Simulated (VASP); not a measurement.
BeTe, 2 atoms in the cell. The structure is cubic, space group F-43m (No. 216). The conventional cell has a = 5.554 Å, b = 5.554 Å, c = 5.554 Å, α = 90.00°, β = 90.00°, γ = 90.00°. Be (site symmetry -43m) has 4 Te at 2.41 Å within 3.2 Å. Within 3.2 Å of Te (site symmetry -43m) lie 4 Be at 2.41 Å. 

| Quantity | Value |
| --- | --- |
| Program | VASP 6.6.1 |
| Task | single point |
| Functional | LDA |
| Potentials or basis | VASP PAW LDA potentials, release 64 (Be, Te) |
| Cutoff | 520 eV |
| k mesh | 8 × 8 × 8 |
| Occupations | gaussian, width 0.01 eV |
| Spin | no spin polarisation |
| Dipole correction | no |
| Further INCAR settings | ALGO = Normal; EDIFF = 1e-06; NBANDS = 11 |

Potentials or basis: VASP PAW LDA potentials, release 64 (Be, Te).

The run is started by

```bash
$ cat potpaw_LDA.64/Be/POTCAR potpaw_LDA.64/Te/POTCAR > POTCAR
$ mpirun -np 1 vasp_std > vasp.out
```

Hardware: 1 thread of Intel(R) Xeon(R) 6975P-C (Granite Rapids) (shared host).

Task: How long does it take, and how much memory?

Result: Run time: 7.2 s on 1 thread of Intel(R) Xeon(R) 6975P-C (Granite Rapids) (shared host), peak memory 0.15 GiB. Counts: scf iterations 11, k points 29.
